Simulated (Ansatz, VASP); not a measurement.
# One calculation of Ti3Al, two programs

The input INCAR:

```
SYSTEM = Ti3Al
  PREC = Accurate
  ENCUT = 520
  EDIFF = 1E-6
  ISMEAR = 0
  SIGMA = 0.15
  LREAL = .FALSE.
  LASPH = .TRUE.
  NELM = 60
  ALGO = Fast
  ISIF = 2
  LWAVE = .FALSE.
  LCHARG = .FALSE.
  NBANDS = 49
```

The input KPOINTS:

```
regular mesh
0
G
  15 15 3
  0 0 0
```

The input POSCAR:

```
Ti3Al
1.0
   -2.8609562337      0.0000000000      0.0000000000
   -1.4304781169     -2.4776607775      0.0000000000
   -0.7152390584     -0.4129434629     18.1041752298
Ti Al
6 2
Direct
    0.6354833333      0.6354833333      0.1871000000
    0.5521500000      0.5521500000      0.6871000000
    0.3228552855      0.3228552855      0.0628682869
    0.2395219522      0.2395219522      0.5628682869
    0.1981113812      0.1981113812      0.8113317131
    0.2814447145      0.2814447145      0.3113317131
    0.5104833333      0.5104833333      0.9371000000
    0.5938166667      0.5938166667      0.4371000000
```

Input for Ansatz:

```yaml
crystal:
  lattice:
    - [-2.8609562337, 0.0, 0.0]
    - [-1.4304781169, -2.4776607775, 0.0]
    - [-0.7152390584, -0.4129434629, 18.1041752298]
  atoms:
    - { symbol: Ti, position: [0.6354833333, 0.6354833333, 0.1871] }
    - { symbol: Ti, position: [0.55215, 0.55215, 0.6871] }
    - { symbol: Ti, position: [0.3228552855, 0.3228552855, 0.0628682869] }
    - { symbol: Ti, position: [0.2395219522, 0.2395219522, 0.5628682869] }
    - { symbol: Ti, position: [0.1981113812, 0.1981113812, 0.8113317131] }
    - { symbol: Ti, position: [0.2814447145, 0.2814447145, 0.3113317131] }
    - { symbol: Al, position: [0.5104833333, 0.5104833333, 0.9371] }
    - { symbol: Al, position: [0.5938166667, 0.5938166667, 0.4371] }
basis:
  ecutwfc: 520.0
kpoints:
  mp_grid: { grid: [15, 15, 3] }
hamiltonian:
  xc: lda
  pseudopotentials: { kind: paw }
scf:
  occupations: { method: gaussian, width: 0.15 }
output:
  forces: true
  stress: true
  eigenvalues: true
```

Alike in both runs: task single point; functional LDA; k mesh 15 × 15 × 3; occupations gaussian, width 0.15 eV; no spin polarisation.

|  | VASP | Ansatz |
| --- | --- | --- |
| version | VASP 6.6.1 | Ansatz 0.2.0 |
| potentials or method | VASP PAW LDA potentials, release 64 (Ti_sv, Al), cutoff 520 eV | scalar-relativistic, plane waves, PAW |
| valence electrons in the cell | 78 | 78 |

```csv
,VASP,Ansatz,Ansatz less VASP
gap on the k mesh at the Fermi level (eV),none,none,-
pressure (GPa),0.6,0.8,+0.13
"traceless stress, the component that is largest in VASP (GPa)",3.09,3.10,+0.012
rms of the force components (eV/Å),0.493,0.493,-0.0005
```

LDA's correlation is that of Perdew and Zunger in VASP and of Perdew and Wang (1992) in Ansatz. Atom by atom the forces differ by 0.004 eV/Å (rms over components). A gap of «none» marks a metal or a gap that the smearing closes.
